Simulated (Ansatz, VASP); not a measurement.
**Two plane-wave programs on LiCl**

File INCAR:

```
SYSTEM = LiCl
PREC = Accurate
ENCUT = 520
EDIFF = 1E-6
ISMEAR = 0
SIGMA = 0.05
LREAL = .FALSE.
LASPH = .TRUE.
NELM = 100
ALGO = Normal
ISIF = 2
LWAVE = .FALSE.
LCHARG = .FALSE.
GGA = PS
NBANDS = 18
```

File KPOINTS:

```
Automatic mesh
0
G
  9 9 4
  0 0 0
```

File POSCAR:

```
LiCl
1.0
    4.2388727850      0.0000000000      0.0000000000
   -2.1194363925      3.6709715152      0.0000000000
    0.0000000000      0.0000000000      5.8485881200
Li Cl
2 2
Direct
    0.6666666667      0.3333333333      0.8760170000
    0.3333333333      0.6666666667      0.3760170000
    0.6666666667      0.3333333333      0.4989840000
    0.3333333333      0.6666666667      0.9989840000
```

Input for Ansatz:

```yaml
crystal:
  lattice:
    - [4.238872785, 0.0, 0.0]
    - [-2.1194363925, 3.6709715152, 0.0]
    - [0.0, 0.0, 5.84858812]
  atoms:
    - { symbol: Li, position: [0.6666666667, 0.3333333333, 0.876017] }
    - { symbol: Li, position: [0.3333333333, 0.6666666667, 0.376017] }
    - { symbol: Cl, position: [0.6666666667, 0.3333333333, 0.498984] }
    - { symbol: Cl, position: [0.3333333333, 0.6666666667, 0.998984] }
basis:
  ecutwfc: 420
kpoints:
  mp_grid: { grid: [9, 9, 4] }
hamiltonian:
  xc: pbesol
scf:
  occupations: { method: gaussian, width: 0.05 }
output:
  forces: true
  stress: true
  eigenvalues: true
  write_density: true
  write_potential: true
  elf: true
  volumetric_format: npy
```

Change from the starting cell: strain +0.080 along x and y, -0.080 along z, atoms carried along.

Alike in both runs: task single point; functional PBEsol; k mesh 9 × 9 × 4; occupations gaussian, width 0.05 eV; no spin polarisation.

```csv
,VASP,Ansatz
version,VASP 6.6.1,Ansatz 0.2.0
potentials or method,"VASP PAW PBE potentials, release 64 (Li_sv, Cl), cutoff 520 eV","scalar-relativistic, plane waves, PAW"
valence electrons in the cell,20,20
```

Ansatz gave:

```
gap on the k mesh at the Fermi level (eV) : 5.41
least direct gap on the mesh (eV)         : 5.41
rms of the force components (eV/Å)        : 0.292
```

Estimate VASP's values.

gap on the k mesh at the Fermi level (eV): 5.41; least direct gap on the mesh (eV): 5.41; rms of the force components (eV/Å): 0.301.

VASP's potentials were made for PBE, not for PBEsol. Atom by atom the forces differ by 0.009 eV/Å (rms over components). With one functional, cell and mesh, what is left measures potentials, basis and numerics.

Noted on VASP's run: the cutoff is short for stress, so the pressure is rough.
